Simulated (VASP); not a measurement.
Input of a VASP 6.6.1 run:

File INCAR:

```
ALGO = Normal
EDIFF = 1E-6
ENCUT = 600
GGA = PE
GGA_COMPAT = False
ISIF = 2
ISMEAR = -1
IVDW = 12
LASPH = True
LCHARG = True
LELF = True
LREAL = False
LVHAR = True
LWAVE = False
NBANDS = 11
NELM = 120
PREC = Accurate
SIGMA = 0.05
```

Contents of KPOINTS:

```
k-points
0
Gamma
  10 10 10
```

File POSCAR:

```
SiC
1.0
    0.0000000000      2.1643753983      2.1643753983
    2.1643753983      0.0000000000      2.1643753983
    2.1643753983      2.1643753983      0.0000000000
Si C
1 1
Direct
    0.0000000000      0.0000000000      0.0000000000
    0.7500000000      0.7500000000      0.7500000000
```

Potentials or basis: VASP PAW PBE potentials, release 64 (Si, C).

Run with:

```console
$ cat potpaw_PBE.64/Si/POTCAR potpaw_PBE.64/C/POTCAR > POTCAR
$ mpirun -np 1 vasp_std > vasp.out
```

(1) What does it give for the dispersion energy per atom?

(2) Estimate the pressure.

(3) What does it give for the band gap on the k mesh?

Answers

(1) -0.307 eV.

(2) 2.9 GPa.

(3) 1.34 eV, indirect (least direct gap 4.56 eV).

**The experiment to reproduce.**

“Insight into the structural, elastic and electronic properties of a new orthorhombic 6O-SiC polytype”, 2020, pmc:7200658 quotes, for a bulk crystal of SiC: band gap 2.4 eV (indirect).

Measured gap of SiC: 2.4 eV (indirect; quoted in “Insight into the structural, elastic and electronic properties of a new orthorhombic 6O-SiC polytype”, 2020, pmc:7200658). This calculation gives 1.34 eV (-1.06 eV). The value is that of PBE+D3(BJ) on a finite k mesh, which can miss the band edges, without temperature or zero-point motion. Semilocal functionals fall short of measured gaps as a rule.
